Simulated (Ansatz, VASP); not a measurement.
Two plane-wave programs on Ca2F

```
Ca F
1.0
     4.00508    0.00000    0.00000
    -2.00254    3.46850    0.00000
     0.00000    0.00000   32.21598
Ca F
2 1
Direct
  0.00000 0.00000 0.32927
  0.00000 0.00000 0.19841
  0.00000 0.00000 0.26384
```

Alike in both runs: functional PBE; k mesh 12 × 12 × 1; occupations gaussian, width 0.1 eV; no spin polarisation.

Ansatz relaxed the structure, and its values are those at the end. VASP's run is a single point on that final structure, the one shown.

|  | VASP | Ansatz |
| --- | --- | --- |
| version | VASP 6.6.1 | Ansatz 0.2.0 |
| potentials or method | VASP PAW PBE potentials, release 64 (Ca_sv, F), cutoff 520 eV | scalar-relativistic, plane waves, PAW |
| valence electrons in the cell | 27 | 27 |

VASP gave:

| Item | Value |
| --- | --- |
| gap on the k mesh at the Fermi level (eV) | none |
| rms of the force components (eV/Å) | 0.034 |

**Question.** What did Ansatz give for the same quantities?

**Answer.** gap on the k mesh at the Fermi level (eV): none; rms of the force components (eV/Å): 0.001.

A gap of «none» marks a metal or a gap that the smearing closes. With one functional, cell and mesh, what is left measures potentials, basis and numerics. Ansatz's warnings: xc potential rough in thin density.
